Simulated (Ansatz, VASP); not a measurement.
NbAl7N8 in VASP and in Ansatz

INCAR

```
ALGO = Normal
EDIFF = 1E-7
ENCUT = 520
GGA = PS
ISIF = 2
ISMEAR = 0
ISPIN = 2
LASPH = True
LCHARG = False
LDAU = True
LDAUJ = 0 0 0
LDAUL = 2 -1 -1
LDAUPRINT = 1
LDAUTYPE = 2
LDAUU = 2 0 0
LMAXMIX = 4
LORBIT = 11
LREAL = Auto
LWAVE = False
MAGMOM = 0.84 0 0 0 0.01 0.01 0.01 0 0.01 0 0 0 0.02 0.02 0.02 0
NBANDS = 55
NELM = 150
PREC = Accurate
SIGMA = 0.05
```

The input KPOINTS:

```
k-points
0
Gamma
  3 3 4
```

File POSCAR:

```
NbAl7N8
1.0
    6.2200009000      0.0000000000      0.0000000000
   -3.1100004000      5.3866788000      0.0000000000
    0.0000000000      0.0000000000      4.9800000000
Nb Al N
1 7 8
Direct
    0.3338417743      0.1666276143      0.9651237301
    0.3342406972      0.6668325378      0.0049829633
    0.8337097530      0.1663245265      0.0050034951
    0.8336936286      0.6668201850      0.0050110067
    0.1637037653      0.3368497293      0.4970635264
    0.1636873568      0.8262611323      0.4970751282
    0.6742438362      0.3368391606      0.4970901299
    0.6672381422      0.8333371740      0.5015561599
    0.3338759008      0.1666459026      0.4321118678
    0.3365163943      0.6679721355      0.3802378052
    0.8325784308      0.1640550719      0.3802522820
    0.8325734744      0.6679534474      0.3802579307
    0.1519303112      0.3486090891      0.8740846827
    0.1519190416      0.8027449092      0.8741002976
    0.6977341548      0.3485889324      0.8741258016
    0.6672264891      0.8333369640      0.8824691579
```

Input for Ansatz:

```yaml
crystal:
  lattice:
    - [6.2200009, 0.0, 0.0]
    - [-3.1100004, 5.3866788, 0.0]
    - [0.0, 0.0, 4.98]
  atoms:
    - { symbol: Nb, position: [0.3338417743, 0.1666276143, 0.9651237301], spin: 2.0 }
    - { symbol: Al, position: [0.3342406972, 0.6668325378, 0.0049829633] }
    - { symbol: Al, position: [0.833709753, 0.1663245265, 0.0050034951] }
    - { symbol: Al, position: [0.8336936286, 0.666820185, 0.0050110067] }
    - { symbol: Al, position: [0.1637037653, 0.3368497293, 0.4970635264] }
    - { symbol: Al, position: [0.1636873568, 0.8262611323, 0.4970751282] }
    - { symbol: Al, position: [0.6742438362, 0.3368391606, 0.4970901299] }
    - { symbol: Al, position: [0.6672381422, 0.833337174, 0.5015561599] }
    - { symbol: "N", position: [0.3338759008, 0.1666459026, 0.4321118678] }
    - { symbol: "N", position: [0.3365163943, 0.6679721355, 0.3802378052] }
    - { symbol: "N", position: [0.8325784308, 0.1640550719, 0.380252282] }
    - { symbol: "N", position: [0.8325734744, 0.6679534474, 0.3802579307] }
    - { symbol: "N", position: [0.1519303112, 0.3486090891, 0.8740846827] }
    - { symbol: "N", position: [0.1519190416, 0.8027449092, 0.8741002976] }
    - { symbol: "N", position: [0.6977341548, 0.3485889324, 0.8741258016] }
    - { symbol: "N", position: [0.6672264891, 0.833336964, 0.8824691579] }
basis:
  ecutwfc: 420
  ecutrho_ratio: 4
kpoints:
  mp_grid: { grid: [3, 3, 4] }
hamiltonian:
  xc: pbesol
  hubbard:
    sites:
      - { site: 0, l: d, u_eff: 2.0, starting_ns: [{ spin: up, occupation_matrix: s0up }, { spin: down, occupation_matrix: s0down }] }
    occupation_matrices:
      s0up:
        matrix:
          - [0.97, 0.0, 0.0, 0.0, 0.0]
          - [0.0, 0.02, 0.0, 0.0, 0.0]
          - [0.0, 0.0, 0.02, 0.0, 0.0]
          - [0.0, 0.0, 0.0, 0.02, 0.0]
          - [0.0, 0.0, 0.0, 0.0, 0.97]
      s0down:
        matrix:
          - [0.02, 0.0, 0.0, 0.0, 0.0]
          - [0.0, 0.02, 0.0, 0.0, 0.0]
          - [0.0, 0.0, 0.02, 0.0, 0.0]
          - [0.0, 0.0, 0.0, 0.02, 0.0]
          - [0.0, 0.0, 0.0, 0.0, 0.02]
    ns_hold: { iters: 5 }
scf:
  occupations: { method: gaussian, width: 0.05 }
  lower_state_search: "off"
  max_iter: 150
output:
  forces: true
  stress: true
  eigenvalues: true
  populations: true
  hubbard: { sites: [{ site: 0, l: d }] }
  write_density: true
  write_potential: true
  elf: true
  volumetric_format: npy
magnetization:
  spin_polarized: true
```

Alike in both runs: task single point; functional PBEsol; k mesh 3 × 3 × 4; occupations gaussian, width 0.05 eV; collinear spin; Hubbard terms Nb d U = 2.0 eV.

```csv
,VASP,Ansatz
version,VASP 6.6.1,Ansatz 0.2.0
potentials or method,"VASP PAW PBE potentials, release 64 (Nb_sv, Al, N), cutoff 520 eV","scalar-relativistic, plane waves, PAW"
valence electrons in the cell,74,74
```

Ansatz gave:

* gap on the k mesh at the Fermi level (eV): 0.79
* least direct gap on the mesh (eV): 1.04
* pressure (GPa): 11.1
* traceless stress, the component that is largest in VASP (GPa): -4.61
* rms of the force components (eV/Å): 0.005
* net moment per atom (μB): 0.13
* size of the moment on the site where the two differ most (μB): 0.76

**Question.** What did VASP give for the same quantities?

**Answer.** gap on the k mesh at the Fermi level (eV): 0.29; least direct gap on the mesh (eV): 0.66; pressure (GPa): 11.2; traceless stress, the component that is largest in VASP (GPa): -4.67; rms of the force components (eV/Å): 0.024; net moment per atom (μB): 0.12; size of the moment on the site where the two differ most (μB): 1.31.

VASP's potentials were made for PBE, not for PBEsol. Site moments also hang on the region over which each program counts them. The programs project onto different local orbitals, so the same U acts differently, and such runs can settle in different states. Atom by atom the forces differ by 0.026 eV/Å (rms over components). Ansatz's warnings: specified occupation not kept.
